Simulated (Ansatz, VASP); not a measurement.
**HfO2: VASP beside Ansatz**

```
O Hf
1.0
     3.60456    0.00000    0.00000
    -1.80228    3.12164    0.00000
     0.00000    0.00000   25.30088
O Hf
8 4
Cartesian
  0.0000 0.0000 7.4898
  0.0000 2.0811 9.0155
  1.8023 1.0405 10.4242
  0.0000 0.0000 11.9008
  0.0000 2.0811 13.4001
  1.8023 1.0405 14.8767
  0.0000 0.0000 16.2854
  0.0000 2.0811 17.8111
  1.8023 1.0405 8.2796
  0.0000 2.0811 11.1676
  0.0000 0.0000 14.1333
  1.8023 1.0405 17.0212
```

Alike in both runs: functional PBE; k mesh 9 × 9 × 1; occupations gaussian, width 0.05 eV; no spin polarisation.

Ansatz relaxed the structure, and its values are those at the end. VASP's run is a single point on that final structure, the one shown.

|  | VASP | Ansatz |
| --- | --- | --- |
| version | VASP 6.6.1 | Ansatz 0.2.0 |
| potentials or method | VASP PAW PBE potentials, release 64 (O, Hf_pv), cutoff 520 eV | scalar-relativistic, plane waves, PAW |
| valence electrons in the cell | 88 | 152 |

VASP gave:

- gap on the k mesh at the Fermi level (eV): 4.05
- least direct gap on the mesh (eV): 4.05
- rms of the force components (eV/Å): 0.046

Task: What did Ansatz give for the same quantities?

Result: gap on the k mesh at the Fermi level (eV): 4.05; least direct gap on the mesh (eV): 4.05; rms of the force components (eV/Å): 0.003.

With one functional, cell and mesh, what is left measures potentials, basis and numerics. VASP's potentials hold 88 valence electrons a cell and Ansatz's 152, so a difference there can come from the potentials and not from the codes. Ansatz's warnings: xc potential rough in thin density.

Spin-orbit coupling is off throughout.
